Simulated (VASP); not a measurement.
Wanted: the native input for a VASP 6.6.1 run.

```
Task                   : relaxation of cell and atoms
Functional             : PBE
Potentials or basis    : VASP PAW PBE potentials, release 64 (Be, Al, S)
Cutoff                 : 600 eV
k mesh                 : 10 × 10 × 10
Occupations            : gaussian, width 0.1 eV
Spin                   : no spin polarisation
Dipole correction      : no
Further INCAR settings : ALGO = Normal; EDIFF = 1e-06; IBRION = 2; EDIFFG = -0.01; NSW = 100; ISIF = 3
```

The structure of BeAlS3 lies in POSCAR:

```
BeAlS3
1.0
    4.3325021100      0.0000000000      0.0000000000
    0.0000000000      4.3325021100      0.0000000000
    0.0000000000      0.0000000000      4.3325021100
Be Al S
1 1 3
Direct
    0.5000000000      0.5000000000      0.5000000000
    0.0000000000      0.0000000000      0.0000000000
    0.0000000000      0.5000000000      0.5000000000
    0.5000000000      0.0000000000      0.5000000000
    0.5000000000      0.5000000000      0.0000000000
```

The input as run:

INCAR

```
SYSTEM = BeAlS3
PREC     = Accurate       ! precision mode
ENCUT    = 600            ! plane-wave cutoff, eV
EDIFF    = 1E-6           ! SCF threshold, eV
ISMEAR   = 0              ! smearing method
SIGMA    = 0.1            ! smearing width, eV
LREAL    = .FALSE.        ! projectors in reciprocal space
LASPH    = .TRUE.         ! aspherical terms in the spheres
NELM     = 100            ! most SCF steps
ALGO     = Normal         ! electronic algorithm
ISIF     = 3              ! what is computed and relaxed
LWAVE    = .FALSE.        ! write WAVECAR
LCHARG   = .FALSE.        ! write CHGCAR
GGA      = PE             ! functional
IBRION   = 2              ! ionic algorithm
NSW      = 100            ! ionic steps
EDIFFG   = -0.01          ! ionic threshold
```

KPOINTS

```
regular mesh
0
G
  10 10 10
  0 0 0
```

Potentials or basis: VASP PAW PBE potentials, release 64 (Be, Al, S).

Run with:

```sh
$ cat potpaw_PBE.64/Be/POTCAR potpaw_PBE.64/Al/POTCAR potpaw_PBE.64/S/POTCAR > POTCAR
$ mpirun -np 1 vasp_std > vasp.out
```

It gave:

| Property | Result |
| --- | --- |
| Relaxed volume | 16.17 Å³/atom |
| Relaxed cell | a = 4.324 Å, b = 4.324 Å, c = 4.324 Å, α = 90.00°, β = 90.00°, γ = 90.00° |
| Space group after relaxing (to 0.05 Å) | Pm-3m (No. 221) |
| Energy gained by relaxing | 0.1 meV/atom |
| Ionic steps | 2 |
| Pressure after relaxing | 0.0 GPa |

Wall time 70 s on 1 thread of Intel(R) Xeon(R) Platinum 8124M CPU @ 3.00GHz (Skylake/Cascade Lake) (shared host), peak memory 0.26 GiB.
